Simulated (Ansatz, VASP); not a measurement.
MgO: VASP beside Ansatz

INCAR

```
SYSTEM = MgO
  PREC = Accurate
  ENCUT = 840
  EDIFF = 1E-6
  ISMEAR = 0
  SIGMA = 0.05
  LREAL = .FALSE.
  LASPH = .TRUE.
  NELM = 120
  ALGO = Normal
  ISIF = 2
  LWAVE = .FALSE.
  LCHARG = .FALSE.
  GGA = CA
  NBANDS = 15
  GGA_COMPAT = .FALSE.
```

The input KPOINTS:

```
regular mesh
0
G
  9 9 8
  0 0 0
```

POSCAR

```
MgO
1.0
    2.9380209034      0.0000000000      0.0000000000
   -1.4690104517      2.5444007392      0.0000000000
    0.0000000000      0.0000000000      2.6796800000
Mg O
1 1
Direct
    0.0000000000      0.0000000000      0.0000000000
    0.3333333333      0.6666666667      0.5373178887
```

Input for Ansatz:

```yaml
crystal:
  lattice:
    - [2.9380209034, 0.0, 0.0]
    - [-1.4690104517, 2.5444007392, 0.0]
    - [0.0, 0.0, 2.67968]
  atoms:
    - { symbol: Mg, position: [0.0, 0.0, 0.0] }
    - { symbol: O, position: [0.3333333333, 0.6666666667, 0.5373178887] }
basis:
  ecutwfc: 420
kpoints:
  mp_grid: { grid: [9, 9, 8] }
hamiltonian:
  xc: lda
scf:
  occupations: { method: gaussian, width: 0.05 }
output:
  forces: true
  stress: true
  eigenvalues: true
```

Change from the starting cell: all O atoms moved -0.100 Å, as atom 2 towards its neighbour atom 2 (O) at 2.680 Å.

Alike in both runs: task single point; functional LDA; k mesh 9 × 9 × 8; occupations gaussian, width 0.05 eV; no spin polarisation.

|  | VASP | Ansatz |
| --- | --- | --- |
| version | VASP 6.6.1 | Ansatz 0.2.0 |
| potentials or method | VASP PAW LDA potentials, release 64 (Mg_sv, O), cutoff 840 eV | scalar-relativistic, plane waves, PAW |
| valence electrons in the cell | 16 | 16 |

```tsv
	VASP	Ansatz	Ansatz less VASP
gap on the k mesh at the Fermi level (eV)	2.95	2.93	-0.013
least direct gap on the mesh (eV)	3.36	3.35	-0.011
pressure (GPa)	-8.2	-8.5	-0.35
traceless stress, the component that is largest in VASP (GPa)	-0.53	-0.62	-0.091
rms of the force components (eV/Å)	0.174	0.164	-0.0095
```

LDA's correlation is that of Perdew and Zunger in VASP and of Perdew and Wang (1992) in Ansatz. Atom by atom the forces differ by 0.010 eV/Å (rms over components).
